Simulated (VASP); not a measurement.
# KF (Fm-3m) in VASP: notebook, part 2 of 2

VASP 6.6.1. The steps go on from the part before.

### Step 4. Single point, PBEsol

This run uses another cell than the first one, of 18.70 Å³/atom.

INCAR reads:

```
SYSTEM = KF
PREC     = Accurate       ! precision mode
ENCUT    = 520            ! plane-wave cutoff, eV
EDIFF    = 1E-7           ! SCF threshold, eV
ISMEAR   = -1             ! smearing method
SIGMA    = 0.03           ! smearing width, eV
LREAL    = .False.        ! projectors in reciprocal space
LASPH    = .True.         ! aspherical terms in the spheres
NELM     = 60             ! most SCF steps
ALGO     = Normal         ! electronic algorithm
ISIF     = 2              ! what is computed and relaxed
LWAVE    = .False.        ! write WAVECAR
LCHARG   = .False.        ! write CHGCAR
GGA      = PS             ! functional
NBANDS   = 15             ! bands
```

KPOINTS reads:

```
regular mesh
0
Gamma
  9 9 9
  0 0 0
```

POSCAR reads:

```
KF
1.0
    0.0000000000      2.6544134050      2.6544134050
    2.6544134050      0.0000000000      2.6544134050
    2.6544134050      2.6544134050      0.0000000000
K F
1 1
Direct
    0.0000000000      0.0000000000      0.0000000000
    0.5000000000      0.5000000000      0.5000000000
```

Potentials or basis: VASP PAW PBE potentials, release 64 (K_sv, F).

The run is started by

```sh
$ cat potpaw_PBE.64/K_sv/POTCAR potpaw_PBE.64/F/POTCAR > POTCAR
$ mpirun -np 1 vasp_std > vasp.out
```

OUTCAR:

```text
SYSTEM = KF
   PREC = Accurate
   ENCUT = 520
   EDIFF = 1E-7
   ISMEAR = -1
   LREAL = .False.
   LASPH = .True.
   NELM = 60
   ISIF = 2
   GGA = PS

 ion  position               nearest neighbor table
   1  0.000  0.000  0.000-   2 2.65   2 2.65   2 2.65   2 2.65   2 2.65   2 2.65
   2  0.500  0.500  0.500-   1 2.65   1 2.65   1 2.65   1 2.65   1 2.65   1 2.65

  LATTYP: Found a face centered cubic cell.
 ALAT       =     5.3088268100

  Lattice vectors:

 A1 = (   0.0000000000,   2.6544134050,   2.6544134050)
 A2 = (   2.6544134050,   0.0000000000,   2.6544134050)
 A3 = (   2.6544134050,   2.6544134050,   0.0000000000)

Analysis of symmetry for initial positions (statically):
=====================================================================
 Subroutine PRICEL returns:
 Original cell was already a primitive cell.

 Routine SETGRP: Setting up the symmetry group for a
 face centered cubic supercell.

 Subroutine GETGRP returns: Found 48 space group operations
 (whereof 48 operations were pure point group operations)
 out of a pool of 48 trial point group operations.

The static configuration has the point symmetry O_h .

Analysis of symmetry for dynamics (positions and initial velocities):
=====================================================================
 Subroutine PRICEL returns:
 Original cell was already a primitive cell.

 Routine SETGRP: Setting up the symmetry group for a
 face centered cubic supercell.

 Subroutine GETGRP returns: Found 48 space group operations
 (whereof 48 operations were pure point group operations)
 out of a pool of 48 trial point group operations.

The dynamic configuration has the point symmetry O_h .

 Subroutine INISYM returns: Found 48 space group operations
 (whereof 48 operations are pure point group operations),
 and found     1 'primitive' translations

----------------------------------------------------------------------------------------

                                     Primitive cell

  volume of cell :      37.4055

  direct lattice vectors                    reciprocal lattice vectors
     0.000000000  2.654413405  2.654413405    -0.188365535  0.188365535  0.188365535
     2.654413405  0.000000000  2.654413405     0.188365535 -0.188365535  0.188365535
     2.654413405  2.654413405  0.000000000     0.188365535  0.188365535 -0.188365535

  length of vectors
     3.753907437  3.753907437  3.753907437     0.326258676  0.326258676  0.326258676

  position of ions in fractional coordinates (direct lattice)
     0.000000000  0.000000000  0.000000000
     0.500000000  0.500000000  0.500000000

  ion indices of the primitive-cell ions
   primitive index   ion index
                 1           1
                 2           2

----------------------------------------------------------------------------------------

 KPOINTS: regular mesh

Automatic generation of k-mesh.
 Grid dimensions read from file:
 generate k-points for:    9    9    9

 Generating k-lattice:

  Cartesian coordinates                     Fractional coordinates (reciprocal lattice)
    -0.020929504  0.020929504  0.020929504     0.111111111  0.000000000  0.000000000
     0.020929504 -0.020929504  0.020929504     0.000000000  0.111111111  0.000000000
     0.020929504  0.020929504 -0.020929504     0.000000000  0.000000000  0.111111111

  Length of vectors
     0.036250964  0.036250964  0.036250964

  Shift w.r.t. Gamma in fractional coordinates (k-lattice)
     0.000000000  0.000000000  0.000000000

 Subroutine IBZKPT returns following result:
 ===========================================

 Found     35 irreducible k-points:

 Following reciprocal coordinates:
            Coordinates               Weight
  0.000000  0.000000  0.000000      1.000000
  0.111111  0.000000  0.000000      8.000000
  0.222222  0.000000  0.000000      8.000000
  0.333333  0.000000  0.000000      8.000000
  0.444444  0.000000  0.000000      8.000000
  0.111111  0.111111  0.000000      6.000000
[... 16 lines left out ...]
 -0.333333  0.333333  0.000000     12.000000
  0.444444  0.444444  0.000000      6.000000
 [... further k-points ...]
   k-points           NKPTS =     35   k-points in BZ     NKDIM =     35   number of bands    NBANDS=     15
   number of dos      NEDOS =    301   number of ions     NIONS =      2
   total plane-waves  NPLWV =  21952
   dimension x,y,z NGX =    28 NGY =   28 NGZ =   28
   dimension x,y,z NGXF=    56 NGYF=   56 NGZF=   56
   ions per type =               1   1
   NGX,Y,Z   is equivalent  to a cutoff of  12.40, 12.40, 12.40 a.u.
   NGXF,Y,Z  is equivalent  to a cutoff of  24.80, 24.80, 24.80 a.u.
 SYSTEM =  KF
   PREC   = accura    normal or accurate (medium, high low for compatibility)
   ISTART =      0    job   : 0-new  1-cont  2-samecut
   ICHARG =      2    charge: 1-file 2-atom 10-const
   ISPIN  =      1    spin polarized calculation?
   LNONCOLLINEAR =      F non collinear calculations
   LSORBIT =      F    spin-orbit coupling
   LASPH  =      T    aspherical Exc in radial PAW
   ENCUT  =  520.0 eV  38.22 Ry    6.18 a.u.   6.98  6.98  6.98*2*pi/ulx,y,z
   NELM   =     60;   NELMIN=  2; NELMDL= -5     # of ELM steps
   EDIFF  = 0.1E-06   stopping-criterion for ELM
   LREAL  =      F    real-space projection
   EDIFFG = 0.1E-05   stopping-criterion for IOM
   NSW    =      0    number of steps for IOM
   IBRION =     -1    ionic relax: 0-MD 1-quasi-New 2-CG
   NFREE  =      0    steps in history (QN), initial steepest desc. (CG)
   ISIF   =      2    stress and relaxation
   ISYM   =      2    0-nonsym 1-usesym 2-fastsym
   POTIM  = 0.5000    time-step for ionic-motion
   TEBEG  =    0.0;   TEEND  =   0.0 temperature during run
   PSTRESS=    0.0 pullay stress
   NELECT =      16.0000    total number of electrons
   NUPDOWN=      -1.0000    fix difference up-down
   EMIN   =  10.00;   EMAX   =-10.00  energy-range for DOS
   EFERMI =   0.00;   METHOD = LEGACY
   ISMEAR =    -1;   SIGMA  =   0.03  broadening in eV -4-tet -1-fermi 0-gaus
   EFERMI_NEDOS =   21; number of points for ismear=-14 and -15
   IALGO  =     38    algorithm
   IMIX   =      4    mixing-type and parameters
     AMIX     =   0.40;   BMIX     =  1.00
     AMIX_MAG =   1.60;   BMIX_MAG =  1.00
  volume/ion in A,a.u.               =      18.70       126.21
  Fermi-wavevector in a.u.,A,eV,Ry     =   1.233492  2.330962 20.701292  1.521502
  Thomas-Fermi vector in A             =   2.368220
   LORBIT       =      0    0 simple, 1 ext, 2 COOP (PROOUT), +10 PAW based schemes
   GGA     = PS    functional components
   LHFCALC =     F    Hartree Fock is set to
   AEXX    =    0.0000 exact exchange contribution
   IVDW    =     0    specifies the selected vdW correction
   LEPSILON=     F    determine dielectric tensor
   LRPA    =     F    only Hartree local field effects (RPA)
 non-spin polarized calculation
  energy-cutoff  :      520.00
  volume of cell :       37.41
 maximum number of plane-waves:      1022
   NGX = 13   NGY = 13   NGZ = 13

 number of electron      16.0000012 magnetization

 Free energy of the ion-electron system (eV)
  ---------------------------------------------------
  ext. energy  EPLUGINS =         0.00000000
  ---------------------------------------------------
  free energy    TOTEN  =        -8.52012131 eV

  energy without entropy =       -8.52012131  energy(sigma->0) =       -8.52012131

 E-fermi :  -2.1889     XC(G=0):  -8.7041

 val. band max:       -2.8564281603   @ k =   0.0000   0.0000   0.0000
 cond. band min:       3.2718701532   @ k =   0.0000   0.0000   0.0000
 fundamental gap:      6.1282983135
 Fermi energy:        -2.1888940340

 k-point     1 :       0.0000    0.0000    0.0000
  band No.  band energies     occupation
      1     -28.7668      2.00000
      2     -21.3951      2.00000
      3     -12.0631      2.00000
      4     -12.0631      2.00000
      5     -12.0631      2.00000
      6      -2.8564      2.00000
      7      -2.8564      2.00000
      8      -2.8564      2.00000
      9       3.2719      0.00000
     10       7.8301      0.00000
     11       7.8301      0.00000
     12       7.8301      0.00000
     13       9.5320      0.00000
     14       9.5320      0.00000
     15      13.9835      0.00000
[... 397 lines left out ...]
 k-point    24 :       0.4444    0.4444    0.0000
  band No.  band energies     occupation
      1     -28.6393      2.00000
      2     -21.4208      2.00000
      3     -12.6430      2.00000
      4     -12.2876      2.00000
      5     -12.2876      2.00000
      6      -3.0971      2.00000
      7      -2.9091      2.00000
      8      -2.9091      2.00000
      9       5.3053      0.00000
     10       7.2672      0.00000
     11       9.0581      0.00000
     12      10.8006      0.00000
     13      11.3442      0.00000
     14      11.3442      0.00000
     15      13.4404      0.00000

 [... further k-points ...]
[... 5 lines left out ...]
  --------------------------------------------------------------------------------------
  -------------------------------------------------------------------------------------
  Total        0.0028567      0.0028567      0.0028567      0.0000000      0.0000000      0.0000000
  in kB        0.1223600      0.1223600      0.1223600      0.0000000      0.0000000      0.0000000
  external PRESSURE =       0.1223600 kB  Pullay stress =       0.0000000 kB

 VOLUME and BASIS-vectors are now :
 -----------------------------------------------------------------------------
  energy-cutoff  :      520.00
  volume of cell :       37.41
      direct lattice vectors                 reciprocal lattice vectors
     0.000000000  2.654413405  2.654413405    -0.188365535  0.188365535  0.188365535
     2.654413405  0.000000000  2.654413405     0.188365535 -0.188365535  0.188365535
     2.654413405  2.654413405  0.000000000     0.188365535  0.188365535 -0.188365535

 POSITION                                       TOTAL-FORCE (eV/Angst)
 -----------------------------------------------------------------------------------
      0.00000      0.00000      0.00000        -0.000000      0.000000     -0.000000
      2.65441      2.65441      2.65441         0.000000     -0.000000      0.000000
 -----------------------------------------------------------------------------------
    total drift:                                0.000000      0.000000      0.000000

  FREE ENERGIE OF THE ION-ELECTRON SYSTEM (eV)
  ---------------------------------------------------
  free  energy   TOTEN  =        -8.5201213110 eV

  energy  without entropy=       -8.5201213110  energy(sigma->0) =       -8.52012131
```

Run time: 34 s. Hardware: 1 thread of Intel Xeon 8259CL, shared host; peak memory 0.16 GiB.

Results:

* Free energy: -8.5201 eV
* Pressure: 0.0 GPa
* Band gap on the k mesh: 6.13 eV

Caveat: the PAW data sets were made with another functional, which shifts forces and pressure a little; an odd mesh through Γ misses points on the zone boundary, where band edges can lie.

### Step 5. Single point, PBEsol

This run uses another cell than the first one, of 18.70 Å³/atom.

INCAR reads:

```
PREC     = Accurate       # precision mode
ENCUT    = 520            # plane-wave cutoff, eV
EDIFF    = 1E-7           # SCF threshold, eV
ISMEAR   = -1             # smearing method
SIGMA    = 0.03           # smearing width, eV
LREAL    = False          # projectors in reciprocal space
LASPH    = True           # aspherical terms in the spheres
NELM     = 80             # most SCF steps
ALGO     = Normal         # electronic algorithm
ISIF     = 2              # what is computed and relaxed
LWAVE    = False          # write WAVECAR
LCHARG   = False          # write CHGCAR
GGA      = PS             # functional
NBANDS   = 15             # bands
```

KPOINTS reads:

```
regular mesh
0
Gamma
  9 9 9
```

POSCAR is that of step 4.

The run is started by

```sh
$ cat potpaw_PBE.64/K_sv/POTCAR potpaw_PBE.64/F/POTCAR > POTCAR
$ mpirun -np 1 vasp_std > vasp.out
```

It took 31 s on 1 thread of Intel Xeon 8259CL, shared host; peak memory 0.16 GiB.

Results (log left out):

* Free energy: -8.5201 eV
* Pressure: 0.0 GPa
* Band gap on the k mesh: 6.13 eV

Levels at points of the mesh, in eV from the valence-band top:
```csv
k point,band 4,band 5,band 6,band 7,band 8,band 9,band 10,band 11,band 12,band 13
"(0.00, 0.00, 0.00)",-9.21,-9.21,0.00,0.00,0.00,6.13,10.69,10.69,10.69,12.39
```

Caveat: the PAW data sets were made with another functional, which shifts forces and pressure a little; an odd mesh through Γ misses points on the zone boundary, where band edges can lie.

### Step 6. Relaxation of the atoms, PBEsol

This run uses another cell than the first one, of 9.35 Å³/atom.

INCAR reads:

```
ALGO = Normal
EDIFF = 1E-7
EDIFFG = -0.01
ENCUT = 520
GGA = PS
IBRION = 2
ISIF = 2
ISMEAR = -1
LASPH = T
LCHARG = F
LREAL = F
LWAVE = F
NELM = 60
NSW = 50
PREC = Accurate
SIGMA = 0.03
```

KPOINTS reads:

```
k-points
0
Gamma
  9 9 9
```

POSCAR reads:

```
KF
1.0
    0.0000000000      2.1068093157      2.1068093157
    2.1068093157      0.0000000000      2.1068093157
    2.1068093157      2.1068093157      0.0000000000
K F
1 1
Direct
    0.0000000000      0.0000000000      0.0000000000
    0.5000000000      0.5000000000      0.5000000000
```

Potentials or basis: VASP PAW PBE potentials, release 64 (K_sv, F).

The run is started by

```sh
$ cat potpaw_PBE.64/K_sv/POTCAR potpaw_PBE.64/F/POTCAR > POTCAR
$ mpirun -np 1 vasp_std > vasp.out
```

OUTCAR:

```text
EDIFF = 1E-7
   EDIFFG = -0.01
   ENCUT = 520
   GGA = PS
   IBRION = 2
   ISIF = 2
   ISMEAR = -1
   LASPH = T
   LREAL = F
   NELM = 60
   NSW = 50
   PREC = Accurate

 ion  position               nearest neighbor table
   1  0.000  0.000  0.000-   2 2.11   2 2.11   2 2.11   2 2.11   2 2.11   2 2.11
   2  0.500  0.500  0.500-   1 2.11   1 2.11   1 2.11   1 2.11   1 2.11   1 2.11

  LATTYP: Found a face centered cubic cell.
 ALAT       =     4.2136186314

  Lattice vectors:

 A1 = (   0.0000000000,   2.1068093157,   2.1068093157)
[... 541 lines left out ...]
     10      15.7197      0.00000
     11      17.9729      0.00000
     12      19.4297      0.00000

 [... further k-points ...]
[... 5 lines left out ...]
  --------------------------------------------------------------------------------------
  -------------------------------------------------------------------------------------
  Total       15.5811885     15.5811885     15.5811885      0.0000000     -0.0000000      0.0000000
  in kB     1334.7670516   1334.7670516   1334.7670516      0.0000000     -0.0000000      0.0000000
  external PRESSURE =    1334.7670516 kB  Pullay stress =       0.0000000 kB

 VOLUME and BASIS-vectors are now :
 -----------------------------------------------------------------------------
  energy-cutoff  :      520.00
  volume of cell :       18.70
      direct lattice vectors                 reciprocal lattice vectors
     0.000000000  2.106809316  2.106809316    -0.237325702  0.237325702  0.237325702
     2.106809316  0.000000000  2.106809316     0.237325702 -0.237325702  0.237325702
     2.106809316  2.106809316  0.000000000     0.237325702  0.237325702 -0.237325702

 POSITION                                       TOTAL-FORCE (eV/Angst)
 -----------------------------------------------------------------------------------
      0.00000      0.00000      0.00000         0.000000      0.000000     -0.000000
      2.10681      2.10681      2.10681        -0.000000     -0.000000      0.000000
 -----------------------------------------------------------------------------------
    total drift:                                0.000000     -0.000000      0.000000

  FREE ENERGIE OF THE ION-ELECTRON SYSTEM (eV)
  ---------------------------------------------------
  free  energy   TOTEN  =        -4.5499743252 eV

  energy  without entropy=       -4.5499743252  energy(sigma->0) =       -4.54997433

 reached required accuracy - stopping structural energy minimisation
```

It took 11 s on 1 thread of Intel Xeon 8259CL, shared host; peak memory 0.14 GiB.

What came out:

- Free energy: -4.5500 eV
- Pressure after relaxing: 133.5 GPa
- Band gap on the k mesh: 5.75 eV (least direct gap 5.92 eV)

Final structure:
```
CELL_PARAMETERS angstrom
0.00000 2.10681 2.10681
2.10681 0.00000 2.10681
2.10681 2.10681 0.00000
ATOMIC_POSITIONS crystal
K 0.00000 0.00000 0.00000
F 0.50000 0.50000 0.50000
```

Caveat: the relaxation stopped at its first step, so nothing moved; the PAW data sets were made with another functional, which shifts forces and pressure a little; an odd mesh through Γ misses points on the zone boundary, where band edges can lie.

### Step 7. Summary

| task | cell | gap on the mesh (eV) | pressure (GPa) |
| --- | --- | --- | --- |
| single point | a = 3.485 Å, angles 60.0°, 2 atoms | 7.39 | 13.2 |
| single point | a = 3.754 Å, angles 60.0°, 2 atoms | 6.13 | 0.0 |
| relaxation of the atoms | atoms relaxed from a = 2.979 Å, angles 60.0°, 2 atoms | 5.75 | 133.5 |

Alike in all rows: level PBEsol; potentials or basis VASP PAW PBE potentials, release 64 (K_sv, F); no spin polarisation; k mesh 9 × 9 × 9; cutoff (eV) 520; smearing fermi-dirac 0.03 eV.

Caveats: the PAW data sets were made with another functional, which shifts forces and pressure a little; an odd mesh through Γ misses points on the zone boundary, where band edges can lie; the cell stands under pressure (at least some runs); the relaxation stopped at its first step, so nothing moved (at least some runs).

Absolute energies hang on the potentials; compare differences alone.
